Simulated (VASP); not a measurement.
# Zn (P6_3/mmc) in VASP: further runs, part 2 of 2

VASP 6.6.1. The steps go on from the part before.

## (3) Relaxation of cell and atoms, PBE

This run uses another cell than the first one, of 14.42 Å³/atom, 0.942 times its volume.

INCAR

```
SYSTEM = Zn
PREC = Accurate ; ENCUT = 600
EDIFF = 1E-6 ; ISMEAR = 0
SIGMA = 0.1 ; LREAL = .FALSE.
LASPH = .TRUE. ; NELM = 100
ALGO = Fast ; ISIF = 3
LWAVE = .FALSE. ; LCHARG = .FALSE.
GGA = PE ; IBRION = 2
NSW = 100 ; EDIFFG = -0.005
```

KPOINTS

```
regular mesh
0
G
  18 18 10
  0 0 0
```

POSCAR

```
Zn
1.0
    2.6143598013      0.0000000000      0.0000000000
   -1.3071799007      2.2641020026      0.0000000000
    0.0000000000      0.0000000000      4.8731610200
Zn
2
Direct
    0.3333333300      0.6666666700      0.2500000000
    0.6666666700      0.3333333300      0.7500000000
```

Potentials or basis: VASP PAW PBE potentials, release 64 (Zn).

Launch:

```bash
> cat potpaw_PBE.64/Zn/POTCAR > POTCAR
> mpirun -np 1 vasp_std > vasp.out
```

OUTCAR:

```text
SYSTEM = Zn
   PREC = Accurate
   ENCUT = 600
   EDIFF = 1E-6
   ISMEAR = 0
   LREAL = .FALSE.
   LASPH = .TRUE.
   NELM = 100
   ISIF = 3
   GGA = PE
   IBRION = 2
   NSW = 100
   EDIFFG = -0.005

 ion  position               nearest neighbor table
   1  0.333  0.667  0.250-   2 2.87   2 2.87   2 2.87   2 2.87   2 2.87   2 2.87
   2  0.667  0.333  0.750-   1 2.87   1 2.87   1 2.87   1 2.87   1 2.87   1 2.87

  LATTYP: Found a hexagonal cell.
 ALAT       =     2.6143598013
 C/A-ratio  =     1.8639978390

  Lattice vectors:

 A1 = (   2.6143598013,   0.0000000000,   0.0000000000)
 A2 = (  -1.3071799007,   2.2641020026,   0.0000000000)
 A3 = (   0.0000000000,   0.0000000000,   4.8731610200)

Analysis of symmetry for initial positions (statically):
=====================================================================
 Subroutine PRICEL returns:
 Original cell was already a primitive cell.

 Routine SETGRP: Setting up the symmetry group for a
 hexagonal supercell.

 Subroutine GETGRP returns: Found 24 space group operations
 (whereof 12 operations were pure point group operations)
 out of a pool of 24 trial point group operations.

The static configuration has the point symmetry D_3d.
 The point group associated with its full space group is D_6h.

Analysis of symmetry for dynamics (positions and initial velocities):
=====================================================================
 Subroutine PRICEL returns:
 Original cell was already a primitive cell.

 Routine SETGRP: Setting up the symmetry group for a
 hexagonal supercell.

 Subroutine GETGRP returns: Found 24 space group operations
 (whereof 12 operations were pure point group operations)
 out of a pool of 24 trial point group operations.

The dynamic configuration has the point symmetry D_3d.
 The point group associated with its full space group is D_6h.

 Subroutine INISYM returns: Found 24 space group operations
 (whereof 12 operations are pure point group operations),
[... 126 lines left out ...]
   LRPA    =     F    only Hartree local field effects (RPA)
 conjugate gradient relaxation of ions
 non-spin polarized calculation
 RMM-DIIS sequential band-by-band and
 Gauss-broadening in eV      SIGMA  =   0.10
  energy-cutoff  :      600.00
  volume of cell :       28.85
 maximum number of plane-waves:       980
 NGX is ok and might be reduce to    24
   NGX = 11   NGY = 11   NGZ = 19

--------------------------------------- Ionic step        1  -------------------------------------------

 number of electron      24.0000002 magnetization

 Free energy of the ion-electron system (eV)
  ---------------------------------------------------
  ext. energy  EPLUGINS =         0.00000000
  ---------------------------------------------------
  free energy    TOTEN  =        -2.19598064 eV

  energy without entropy =       -2.19507278  energy(sigma->0) =       -2.19552671

------------------------ aborting loop because EDIFF is reached ----------------------------------------

  FORCE on cell =-STRESS in cart. coord.  units (eV):
  Direction    XX          YY          ZZ          XY          YZ          ZX
  --------------------------------------------------------------------------------------
  -------------------------------------------------------------------------------------
  Total        0.8018376      0.8018376      0.9629964     -0.0000000     -0.0000000      0.0000000
  in kB       44.5374059     44.5374059     53.4888353     -0.0000000     -0.0000000      0.0000000
  external PRESSURE =      47.5212157 kB  Pullay stress =       0.0000000 kB
[... 275 lines left out ...]
--------------------------------------- Ionic step        9  -------------------------------------------

 number of electron      24.0000000 magnetization

 Free energy of the ion-electron system (eV)
  ---------------------------------------------------
  ext. energy  EPLUGINS =         0.00000000
  ---------------------------------------------------
  free energy    TOTEN  =        -2.22207374 eV

  energy without entropy =       -2.22044672  energy(sigma->0) =       -2.22126023

 E-fermi :   3.0411     XC(G=0): -11.5124

 val. band max:        3.0363451028   @ k =   0.2778   0.1667   0.0000
 cond. band min:       3.0552964823   @ k =   0.2778   0.2778   0.3000
 fundamental gap:      0.0189513795
 Fermi energy:         3.0410806739

 k-point     1 :       0.0000    0.0000    0.0000
  band No.  band energies     occupation
      1      -7.3001      2.00000
      2      -5.6018      2.00000
      3      -4.8924      2.00000
      4      -4.6244      2.00000
      5      -4.6244      2.00000
      6      -4.5832      2.00000
[... 433 lines left out ...]
      3      -5.0544      2.00000
      4      -4.6427      2.00000
      5      -4.4655      2.00000
      6      -4.4646      2.00000
[... 8 lines left out ...]
     15       8.3229      0.00000
     16       9.8941      0.00000

 [... further k-points ...]

------------------------ aborting loop because EDIFF is reached ----------------------------------------

  FORCE on cell =-STRESS in cart. coord.  units (eV):
  Direction    XX          YY          ZZ          XY          YZ          ZX
  --------------------------------------------------------------------------------------
  -------------------------------------------------------------------------------------
  Total        0.0000177      0.0000177      0.0039730     -0.0000000     -0.0000000      0.0000000
  in kB        0.0009252      0.0009252      0.2080747     -0.0000000     -0.0000000      0.0000000
  external PRESSURE =       0.0699750 kB  Pullay stress =       0.0000000 kB
[... 17 lines left out ...]
  FREE ENERGIE OF THE ION-ELECTRON SYSTEM (eV)
  ---------------------------------------------------
  free  energy   TOTEN  =        -2.2220737389 eV

  energy  without entropy=       -2.2204467249  energy(sigma->0) =       -2.22126023

 reached required accuracy - stopping structural energy minimisation
```

OSZICAR:

```text
N       E                     dE             d eps       ncg     rms          rms(c)
DAV:   1     0.102301631696E+03    0.10230E+03   -0.14036E+04  7288   0.265E+03
DAV:   2     0.438017667563E+00   -0.10186E+03   -0.10043E+03  7232   0.320E+02
[... 67 lines left out ...]
   8 F= -.22220917E+01 E0= -.22212966E+01  d E =-.468462E-02
       N       E                     dE             d eps       ncg     rms          rms(c)
DAV:   1    -0.222281586426E+01   -0.72424E-03   -0.15184E-02  8344   0.127E+00    0.174E-01
RMM:   2    -0.222231385839E+01    0.50201E-03   -0.78590E-04  7104   0.377E-01    0.999E-02
RMM:   3    -0.222209465774E+01    0.21920E-03   -0.19281E-04  7104   0.161E-01    0.356E-02
RMM:   4    -0.222207346595E+01    0.21192E-04   -0.54441E-05  7104   0.790E-02    0.721E-03
RMM:   5    -0.222207373886E+01   -0.27291E-06   -0.44642E-06  6011   0.289E-02
   9 F= -.22220737E+01 E0= -.22212602E+01  d E =-.466666E-02
```

CONTCAR:

```text
Zn
   1.00000000000000
     2.6375857232343356   -0.0000000000004843    0.0000000000000000
    -1.3187928616680311    2.2842162410227518   -0.0000000000000000
    -0.0000000000000000    0.0000000000000000    5.0776945935612607
  Zn
     2
Direct
     0.3333333300000021    0.6666666699999979    0.2500000000000000
     0.6666666699999979    0.3333333300000021    0.7500000000000000

  0.00000000E+00  0.00000000E+00  0.00000000E+00
  0.00000000E+00  0.00000000E+00  0.00000000E+00
```

Wall time 4.6 min (1 thread of Intel Xeon Platinum 8488C (Sapphire Rapids), shared host); peak memory 0.24 GiB.

Results:

* Free energy: -2.2221 eV
* Relaxed volume: 15.30 Å³/atom
* Relaxed cell: a = 2.638 Å, b = 2.638 Å, c = 5.078 Å, α = 90.00°, β = 90.00°, γ = 120.00°
* Space group after relaxing (to 0.05 Å): P6_3/mmc (No. 194)
* Energy gained by relaxing: 13.0 meV/atom
* Ionic steps: 9
* Pressure after relaxing: 0.0 GPa
* Band gap on the k mesh: zero (band 12 reaches 4.82 eV, above the bottom of band 13 at -0.38 eV)

The path:
| step | energy change (eV) | largest force (eV/Å) | pressure (GPa) | volume (Å³) |
| --- | --- | --- | --- | --- |
| 1 | 0.0000 | 0.0000 | 4.75 | 28.85 |
| 2 | -0.0211 | 0.0000 | -0.50 | 30.67 |
| 3 | -0.0214 | 0.0000 | -0.20 | 30.45 |
| 4 | -0.0214 | 0.0000 | -0.12 | 30.42 |
| 5 | -0.0240 | 0.0000 | 0.13 | 30.48 |
| 6 | -0.0260 | 0.0000 | 0.32 | 30.58 |
| 7 | -0.0261 | 0.0000 | 0.33 | 30.61 |
| 8 | -0.0261 | 0.0000 | 0.18 | 30.60 |
| 9 | -0.0261 | 0.0000 | 0.01 | 30.59 |

Final structure:
```
CELL_PARAMETERS angstrom
2.63759 0.00000 0.00000
-1.31879 2.28422 0.00000
0.00000 0.00000 5.07769
ATOMIC_POSITIONS crystal
Zn 0.33333 0.66667 0.25000
Zn 0.66667 0.33333 0.75000
```
